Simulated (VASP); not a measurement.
# LiH2 (C2/m) in VASP: single point with PBE

Aim: the single point of LiH2 with PBE.

All numbers are computed with VASP 6.6.1; they aren't measurements. Logs are shortened: lines on timing, memory, paths and dates and some standing lists are left out, and cuts for length are marked.

**1. The cell of the first run**

It takes space group C2/m (No. 12, monoclinic). Conventional cell: a = 4.733 Å, b = 3.556 Å, c = 3.146 Å, α = 90.00°, β = 131.41°, γ = 90.00°. Within 2.6 Å of Li (site symmetry 2/m) lie 8 H at 1.94 to 1.95 Å. Within 2.1 Å of H (site symmetry m) lie 2 H at 1.55 to 1.59 Å and 4 Li at 1.94 to 1.95 Å.

**2. Single point, PBE (atoms taken out, then relaxed in part)**

INCAR reads:

```
PREC = Accurate
ENCUT = 520
EDIFF = 1E-7
ISMEAR = 0
SIGMA = 0.1
LREAL = F
LASPH = T
NELM = 100
ALGO = Normal
ISIF = 2
LWAVE = F
LCHARG = F
GGA = PE
NBANDS = 10
```

KPOINTS reads:

```
Automatic mesh
0
Gamma
  14 16 16
```

POSCAR reads:

```
LiH2
1.0
    1.0358141572      2.1006137524      2.1006137524
    2.1911623429     -0.6253082761      1.8888588722
    2.1911623429      1.8888588722     -0.6253082761
Li H
1 2
Direct
    0.5000000000      0.0000000000      0.0000000000
    0.2523106819      0.5006377130      0.5006377130
    0.7476893181      0.4993622870      0.4993622870
```

Potentials or basis: VASP PAW PBE potentials, release 64 (Li_sv, H).

Command:

```console
$ cat potpaw_PBE.64/Li_sv/POTCAR potpaw_PBE.64/H/POTCAR > POTCAR
$ mpirun -np 1 vasp_std > vasp.out
```

OUTCAR:

```text
PREC = Accurate
   ENCUT = 520
   EDIFF = 1E-7
   ISMEAR = 0
   LREAL = F
   LASPH = T
   NELM = 100
   ISIF = 2
   GGA = PE

 ion  position               nearest neighbor table
   1  0.500  0.000  0.000-
   2  0.252  0.501  0.501-
   3  0.748  0.499  0.499-

  LATTYP: Found a base centered monoclinic cell.
 ALAT       =     4.7326408980
 B/A-ratio  =     0.7512865133
 C/A-ratio  =     0.6647703601
 COS(beta)  =    -0.6613901304

  Lattice vectors:

 A1 = (  -2.1911623429,   0.6253082761,  -1.8888588722)
 A2 = (  -2.1911623429,  -1.8888588722,   0.6253082761)
 A3 = (   1.0358141572,   2.1006137524,   2.1006137524)

Analysis of symmetry for initial positions (statically):
=====================================================================
 Subroutine PRICEL returns:
 Original cell was already a primitive cell.

 Routine SETGRP: Setting up the symmetry group for a
 base centered monoclinic supercell.

 Subroutine GETGRP returns: Found  4 space group operations
 (whereof  4 operations were pure point group operations)
 out of a pool of  4 trial point group operations.

The static configuration has the point symmetry C_2h.

Analysis of symmetry for dynamics (positions and initial velocities):
=====================================================================
 Subroutine PRICEL returns:
 Original cell was already a primitive cell.

 Routine SETGRP: Setting up the symmetry group for a
 base centered monoclinic supercell.

 Subroutine GETGRP returns: Found  4 space group operations
 (whereof  4 operations were pure point group operations)
 out of a pool of  4 trial point group operations.

The dynamic configuration has the point symmetry C_2h.

 Subroutine INISYM returns: Found  4 space group operations
 (whereof  4 operations are pure point group operations),
 and found     1 'primitive' translations

----------------------------------------------------------------------------------------

                                     Primitive cell

  volume of cell :      19.8538

  direct lattice vectors                    reciprocal lattice vectors
     1.035814157  2.100613752  2.100613752    -0.160008577  0.277475844  0.277475844
     2.191162343 -0.625308276  1.888858872     0.266009306 -0.264457705  0.133288324
     2.191162343  1.888858872 -0.625308276     0.266009306  0.133288324 -0.264457705

  length of vectors
     3.146119394  2.959728145  2.959728145     0.423778755  0.398076131  0.398076131

  position of ions in fractional coordinates (direct lattice)
     0.500000000  0.000000000  0.000000000
     0.252310682  0.500637713  0.500637713
     0.747689318  0.499362287  0.499362287

  ion indices of the primitive-cell ions
   primitive index   ion index
                 1           1
                 2           2
                 3           3

----------------------------------------------------------------------------------------

 KPOINTS: Automatic mesh

Automatic generation of k-mesh.
 Grid dimensions read from file:
 generate k-points for:   14   16   16

 Generating k-lattice:

  Cartesian coordinates                     Fractional coordinates (reciprocal lattice)
    -0.011429184  0.019819703  0.019819703     0.071428571  0.000000000  0.000000000
     0.016625582 -0.016528607  0.008330520     0.000000000  0.062500000  0.000000000
     0.016625582  0.008330520 -0.016528607     0.000000000  0.000000000  0.062500000

  Length of vectors
     0.030269911  0.024879758  0.024879758

  Shift w.r.t. Gamma in fractional coordinates (k-lattice)
     0.000000000  0.000000000  0.000000000

 Subroutine IBZKPT returns following result:
 ===========================================

 Found    962 irreducible k-points:

 Following reciprocal coordinates:
            Coordinates               Weight
  0.000000  0.000000  0.000000      1.000000
  0.071429  0.000000  0.000000      2.000000
  0.142857  0.000000  0.000000      2.000000
  0.214286  0.000000  0.000000      2.000000
  0.285714  0.000000  0.000000      2.000000
  0.357143 -0.000000 -0.000000      2.000000
[... 16 lines left out ...]
  0.000000  0.125000  0.000000      4.000000
  0.071429  0.125000  0.000000      4.000000
 [... further k-points ...]
   k-points           NKPTS =    962   k-points in BZ     NKDIM =    962   number of bands    NBANDS=     10
   number of dos      NEDOS =    301   number of ions     NIONS =      3
   total plane-waves  NPLWV =  13824
   dimension x,y,z NGX =    24 NGY =   24 NGZ =   24
   dimension x,y,z NGXF=    48 NGYF=   48 NGZF=   48
   ions per type =               1   2
   NGX,Y,Z   is equivalent  to a cutoff of  12.68, 13.48, 13.48 a.u.
   NGXF,Y,Z  is equivalent  to a cutoff of  25.36, 26.96, 26.96 a.u.
 SYSTEM =  unknown system
   PREC   = accura    normal or accurate (medium, high low for compatibility)
   ISTART =      0    job   : 0-new  1-cont  2-samecut
   ICHARG =      2    charge: 1-file 2-atom 10-const
   ISPIN  =      1    spin polarized calculation?
   LNONCOLLINEAR =      F non collinear calculations
   LSORBIT =      F    spin-orbit coupling
   LASPH  =      T    aspherical Exc in radial PAW
   ENCUT  =  520.0 eV  38.22 Ry    6.18 a.u.   5.85  5.50  5.50*2*pi/ulx,y,z
   NELM   =    100;   NELMIN=  2; NELMDL= -5     # of ELM steps
   EDIFF  = 0.1E-06   stopping-criterion for ELM
   LREAL  =      F    real-space projection
   EDIFFG = 0.1E-05   stopping-criterion for IOM
   NSW    =      0    number of steps for IOM
   IBRION =     -1    ionic relax: 0-MD 1-quasi-New 2-CG
   NFREE  =      0    steps in history (QN), initial steepest desc. (CG)
   ISIF   =      2    stress and relaxation
   ISYM   =      2    0-nonsym 1-usesym 2-fastsym
   POTIM  = 0.5000    time-step for ionic-motion
   TEBEG  =    0.0;   TEEND  =   0.0 temperature during run
   PSTRESS=    0.0 pullay stress
   NELECT =       5.0000    total number of electrons
   NUPDOWN=      -1.0000    fix difference up-down
   EMIN   =  10.00;   EMAX   =-10.00  energy-range for DOS
   EFERMI =   0.00;   METHOD = LEGACY
   ISMEAR =     0;   SIGMA  =   0.10  broadening in eV -4-tet -1-fermi 0-gaus
   EFERMI_NEDOS =   21; number of points for ismear=-14 and -15
   IALGO  =     38    algorithm
   IMIX   =      4    mixing-type and parameters
     AMIX     =   0.40;   BMIX     =  1.00
     AMIX_MAG =   1.60;   BMIX_MAG =  1.00
  volume/ion in A,a.u.               =       6.62        44.66
  Fermi-wavevector in a.u.,A,eV,Ry     =   1.033833  1.953661 14.542048  1.068810
  Thomas-Fermi vector in A             =   2.168099
   LORBIT       =      0    0 simple, 1 ext, 2 COOP (PROOUT), +10 PAW based schemes
   GGA     = PE    functional components
   LHFCALC =     F    Hartree Fock is set to
   AEXX    =    0.0000 exact exchange contribution
   IVDW    =     0    specifies the selected vdW correction
   LEPSILON=     F    determine dielectric tensor
   LRPA    =     F    only Hartree local field effects (RPA)
 non-spin polarized calculation
 Gauss-broadening in eV      SIGMA  =   0.10
  energy-cutoff  :      520.00
  volume of cell :       19.85
 maximum number of plane-waves:       552
   NGX = 11   NGY = 11   NGZ = 11

 number of electron       5.0000001 magnetization

 Free energy of the ion-electron system (eV)
  ---------------------------------------------------
  ext. energy  EPLUGINS =         0.00000000
  ---------------------------------------------------
  free energy    TOTEN  =        -8.16735634 eV

  energy without entropy =       -8.16615874  energy(sigma->0) =       -8.16675754

 E-fermi :   2.0781     XC(G=0):  -8.7668

 val. band max:        2.0774297716   @ k =   0.2857   0.4375   0.2500
 cond. band min:       2.0805814028   @ k =   0.3571   0.3125   0.0625
 fundamental gap:      0.0031516313
 Fermi energy:         2.0781004943

 k-point     1 :       0.0000    0.0000    0.0000
  band No.  band energies     occupation
      1     -44.3550      2.00000
      2      -7.3604      2.00000
      3       8.0614      0.00000
      4      14.3898      0.00000
      5      14.4826      0.00000
      6      14.5170      0.00000
      7      17.1699      0.00000
      8      18.4929      0.00000
      9      18.5358      0.00000
     10      20.3609      0.00000

 k-point     2 :       0.0714    0.0000    0.0000
  band No.  band energies     occupation
      1     -44.3538      2.00000
      2      -7.2588      2.00000
      3       7.6378      0.00000
      4      13.4137      0.00000
      5      13.9895      0.00000
      6      14.9410      0.00000
      7      17.1887      0.00000
      8      18.4226      0.00000
      9      18.6844      0.00000
     10      19.7243      0.00000

 k-point     3 :       0.1429    0.0000    0.0000
  band No.  band energies     occupation
      1     -44.3502      2.00000
      2      -6.9532      2.00000
      3       6.4756      0.00000
      4      12.3123      0.00000
      5      13.0450      0.00000
      6      14.3435      0.00000
      7      16.9699      0.00000
      8      17.7373      0.00000
      9      19.3498      0.00000
     10      20.5732      0.00000

 k-point     4 :       0.2143    0.0000    0.0000
  band No.  band energies     occupation
      1     -44.3449      2.00000
      2      -6.4408      2.00000
      3       4.8364      0.00000
      4      11.1923      0.00000
      5      12.1283      0.00000
      6      13.8013      0.00000
      7      15.6312      0.00000
      8      18.3175      0.00000
      9      20.6191      0.00000
     10      22.0501      0.00000
[... 222 lines left out ...]
 k-point    22 :      -0.0714    0.0625    0.0000
  band No.  band energies     occupation
      1     -44.3520      2.00000
      2      -7.1420      2.00000
      3       7.4151      0.00000
      4      11.8081      0.00000
      5      13.8426      0.00000
      6      14.9330      0.00000
      7      16.6669      0.00000
      8      18.4033      0.00000
      9      18.9227      0.00000
     10      20.5277      0.00000

 k-point    23 :       0.0000    0.1250    0.0000
  band No.  band energies     occupation
      1     -44.3516      2.00000
      2      -7.1443      2.00000
      3       7.7127      0.00000
      4      10.9391      0.00000
      5      14.4251      0.00000
      6      15.3598      0.00000
      7      15.7867      0.00000
      8      17.5763      0.00000
      9      19.9146      0.00000
     10      21.4165      0.00000

 k-point    24 :       0.0714    0.1250    0.0000
  band No.  band energies     occupation
      1     -44.3523      2.00000
      2      -7.1649      2.00000
      3       7.4686      0.00000
      4      12.0686      0.00000
      5      13.8538      0.00000
      6      15.0039      0.00000
      7      16.8118      0.00000
      8      18.3252      0.00000
      9      18.7594      0.00000
     10      20.3287      0.00000

 [... further k-points ...]
[... 5 lines left out ...]
  --------------------------------------------------------------------------------------
  -------------------------------------------------------------------------------------
  Total       -0.0254523     -0.0311065     -0.0311065     -0.0040229     -0.0084685     -0.0040229
  in kB       -2.0539688     -2.5102547     -2.5102547     -0.3246455     -0.6833971     -0.3246456
  external PRESSURE =      -2.3581594 kB  Pullay stress =       0.0000000 kB

 VOLUME and BASIS-vectors are now :
 -----------------------------------------------------------------------------
  energy-cutoff  :      520.00
  volume of cell :       19.85
      direct lattice vectors                 reciprocal lattice vectors
     1.035814157  2.100613752  2.100613752    -0.160008577  0.277475844  0.277475844
     2.191162343 -0.625308276  1.888858872     0.266009306 -0.264457705  0.133288324
     2.191162343  1.888858872 -0.625308276     0.266009306  0.133288324 -0.264457705

 POSITION                                       TOTAL-FORCE (eV/Angst)
 -----------------------------------------------------------------------------------
      0.51791      1.05031      1.05031        -0.000000     -0.000000      0.000000
      2.45530      1.16259      1.16259        -0.000316      0.000040      0.000040
      2.96283      2.20158      2.20158         0.000316     -0.000040     -0.000040
 -----------------------------------------------------------------------------------
    total drift:                               -0.000000     -0.000000      0.000000

  FREE ENERGIE OF THE ION-ELECTRON SYSTEM (eV)
  ---------------------------------------------------
  free  energy   TOTEN  =        -8.1673563377 eV

  energy  without entropy=       -8.1661587386  energy(sigma->0) =       -8.16675754
```

Wall time 2.7 min (1 thread of Intel Xeon 8259CL, shared host); peak memory 0.27 GiB.

What came out:

| Quantity | Value |
| --- | --- |
| Free energy | -8.1674 eV |
| Band gap on the k mesh | zero (an odd number of electrons rules out a gap without spin polarisation) |

Caveat: the cell differs from its parent crystal (atoms taken out, then relaxed in part); the cutoff is under 1.25 times the usual one of these potentials, so pressure, stress and relaxed cells hold a basis-set (Pulay) error.
